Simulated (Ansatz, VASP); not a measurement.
**GaN in VASP and in Ansatz**

File POSCAR:

```
GaN
1.0
    0.0000000000      2.0093330651      2.4111996782
    2.0093330651      0.0000000000      2.4111996782
    2.0093330651      2.0093330651      0.0000000000
Ga N
1 1
Direct
    0.0000000000      0.0000000000      0.0000000000
    0.5000000000      0.5000000000      0.5000000000
```

File INCAR.step1:

```
PREC = Accurate
ENCUT = 520
ISMEAR = 0
SIGMA = 0.05
LREAL = F
LASPH = T
NELM = 100
NBANDS = 16
GGA = PE
ALGO = Normal
EDIFF = 1E-4
LWAVE = T
LCHARG = F
```

Contents of INCAR.step2:

```
PREC = Accurate
ENCUT = 520
EDIFF = 1E-6
ISMEAR = 0
SIGMA = 0.05
LREAL = F
LASPH = T
NELM = 100
ALGO = Normal
ISIF = 2
LWAVE = F
LCHARG = T
METAGGA = R2SCAN
LMIXTAU = T
LELF = T
LVHAR = T
NBANDS = 16
ISTART = 1
```

KPOINTS

```
regular mesh
0
Gamma
  12 12 12
```

Input for Ansatz:

```yaml
crystal:
  lattice:
    - [0.0, 2.0093330651, 2.4111996782]
    - [2.0093330651, 0.0, 2.4111996782]
    - [2.0093330651, 2.0093330651, 0.0]
  atoms:
    - { symbol: Ga, position: [0.0, 0.0, 0.0] }
    - { symbol: "N", position: [0.5, 0.5, 0.5] }
basis:
  ecutwfc: 500
kpoints:
  mp_grid: { grid: [12, 12, 12] }
hamiltonian:
  xc: r2scan
scf:
  occupations: { method: gaussian, width: 0.05 }
output:
  forces: true
  stress: true
  eigenvalues: true
  write_density: true
  write_potential: true
  elf: true
  volumetric_format: npy
```

Alike in both runs: task single point; functional r2SCAN; k mesh 12 × 12 × 12; occupations gaussian, width 0.05 eV; no spin polarisation.

```csv
,VASP,Ansatz
version,VASP 6.6.1,Ansatz 0.2.0
potentials or method,"VASP PAW PBE potentials, release 64 (Ga_d, N), cutoff 520 eV","scalar-relativistic, plane waves, PAW"
valence electrons in the cell,18,18
```

VASP gave:

```
gap on the k mesh at the Fermi level (eV)                     : 0.42
least direct gap on the mesh (eV)                             : 2.63
pressure (GPa)                                                : 4.1
traceless stress, the component that is largest in VASP (GPa) : -17.42
```

Question: Estimate Ansatz's values.

Answer: gap on the k mesh at the Fermi level (eV): 0.45; least direct gap on the mesh (eV): 2.60; pressure (GPa): 2.8; traceless stress, the component that is largest in VASP (GPa): -16.42.

VASP's potentials were made for PBE, not for r2SCAN.
